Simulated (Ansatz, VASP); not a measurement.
## InAs: VASP beside Ansatz

Contents of POSCAR:

```
InAs
1.0
    0.0000000000      3.0535616558      3.0535616558
    3.0535616558      0.0000000000      3.0535616558
    3.0535616558      3.0535616558      0.0000000000
In As
1 1
Direct
    0.7500000000      0.7500000000      0.7500000000
    0.0000000000      0.0000000000      0.0000000000
```

The input INCAR.step1:

```
SYSTEM = InAs
PREC = Accurate
ENCUT = 520
ISMEAR = 0
SIGMA = 0.1
LREAL = .FALSE.
LASPH = .TRUE.
NELM = 100
NBANDS = 16
GGA = PE
ALGO = Normal
EDIFF = 1E-4
LWAVE = .TRUE.
LCHARG = .FALSE.
```

The input INCAR.step2:

```
SYSTEM = InAs
PREC = Accurate
ENCUT = 520
EDIFF = 1E-6
ISMEAR = 0
SIGMA = 0.1
LREAL = .FALSE.
LASPH = .TRUE.
NELM = 100
ALGO = Normal
ISIF = 2
LWAVE = .FALSE.
LCHARG = .FALSE.
METAGGA = R2SCAN
LMIXTAU = .TRUE.
NBANDS = 16
ISTART = 1
```

The input KPOINTS:

```
Automatic mesh
0
G
  6 6 6
  0 0 0
```

Input for Ansatz:

```yaml
crystal:
  lattice:
    - [0.0, 3.0535616558, 3.0535616558]
    - [3.0535616558, 0.0, 3.0535616558]
    - [3.0535616558, 3.0535616558, 0.0]
  atoms:
    - { symbol: In, position: [0.75, 0.75, 0.75] }
    - { symbol: As, position: [0.0, 0.0, 0.0] }
basis:
  ecutwfc: 500
kpoints:
  mp_grid: { grid: [6, 6, 6] }
hamiltonian:
  xc: r2scan
scf:
  occupations: { method: gaussian, width: 0.1 }
  lower_state_search: "off"
output:
  forces: true
  stress: true
  eigenvalues: true
```

Alike in both runs: task single point; functional r2SCAN; k mesh 6 × 6 × 6; occupations gaussian, width 0.1 eV; no spin polarisation.

|  | VASP | Ansatz |
| --- | --- | --- |
| version | VASP 6.6.1 | Ansatz 0.2.0 |
| potentials or method | VASP PAW PBE potentials, release 64 (In_d, As), cutoff 520 eV | scalar-relativistic, plane waves, PAW |
| valence electrons in the cell | 18 | 28 |

```csv
,VASP,Ansatz,Ansatz less VASP
gap on the k mesh at the Fermi level (eV),0.08,0.09,+0.002
least direct gap on the mesh (eV),0.08,0.09,+0.002
pressure (GPa),0.1,0.1,0.00
```

VASP's potentials were made for PBE, not for r2SCAN. VASP's potentials hold 18 valence electrons a cell and Ansatz's 28, so a difference there can come from the potentials and not from the codes.
